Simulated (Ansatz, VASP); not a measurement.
## Na in VASP and in Ansatz

```
CELL_PARAMETERS angstrom
-1.75011 1.75011 1.75011
1.75011 -1.75011 1.75011
1.75011 1.75011 -1.75011
ATOMIC_POSITIONS crystal
Na 0.00000 0.00000 0.00000
```

Change from the starting cell: volume scaled by 0.58, LAPW.

Alike in both runs: task single point; functional PBE; k mesh 13 × 13 × 13; occupations fermi-dirac, width 0.05 eV; no spin polarisation.

|  | VASP | Ansatz |
| --- | --- | --- |
| version | VASP 6.6.1 | Ansatz 0.2.0 |
| potentials or method | VASP PAW PBE potentials, release 64 (Na_pv), cutoff 520 eV | all-electron LAPW, scalar-relativistic |

|  | VASP | Ansatz | Ansatz less VASP |
| --- | --- | --- | --- |
| pressure (GPa) | 11.6 | 11.7 | +0.11 |

Ansatz ran all-electron here, and VASP with PAW potentials.
